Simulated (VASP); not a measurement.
A run of VASP 6.6.1 is set up as follows.

The input INCAR:

```
SYSTEM = SiO2
ALGO     = Normal         ! electronic algorithm
EDIFF    = 1E-7           ! SCF threshold, eV
EDIFFG   = -0.01          ! ionic threshold
ENCUT    = 600            ! plane-wave cutoff, eV
GGA      = PE             ! functional
IBRION   = 2              ! ionic algorithm
ISIF     = 3              ! what is computed and relaxed
ISMEAR   = 0              ! smearing method
LASPH    = .TRUE.         ! aspherical terms in the spheres
LCHARG   = .FALSE.        ! write CHGCAR
LREAL    = .FALSE.        ! projectors in reciprocal space
LWAVE    = .FALSE.        ! write WAVECAR
NELM     = 60             ! most SCF steps
NSW      = 100            ! ionic steps
PREC     = Accurate       ! precision mode
SIGMA    = 0.02           ! smearing width, eV
```

Contents of KPOINTS:

```
k-points
0
G
  10 10 10
  0 0 0
```

POSCAR

```
SiO2
1.0
   -1.2624327574      2.5672076012      2.6437418665
    1.2624327574     -2.5672076012      2.6437418665
    1.2624327574      2.5672076012     -2.6437418665
Si O
1 2
Direct
    0.5000000000      0.5000000000      0.0000000000
    0.2838452112      0.7838452112      0.5000000000
    0.7161547888      0.2161547888      0.5000000000
```

Potentials or basis: VASP PAW PBE potentials, release 64 (Si, O).

Run with:

```console
$ cat potpaw_PBE.64/Si/POTCAR potpaw_PBE.64/O/POTCAR > POTCAR
$ mpirun -np 1 vasp_std > vasp.out
```

Task: Predict the relaxed cell.

Result: a = 3.868 Å, b = 3.868 Å, c = 3.868 Å, α = 141.82°, β = 97.93°, γ = 94.36°.

Task: What does it give for the space group after relaxing (to 0.05 Å)?

Result: Immm (No. 71).

Task: What does it give for the relaxed volume?

Result: 11.26 Å³/atom.

Stress tensor (GPa, compression positive):
```
 0.06  0.00  0.00
 0.00  0.06  0.00
 0.00  0.00 -0.11
```
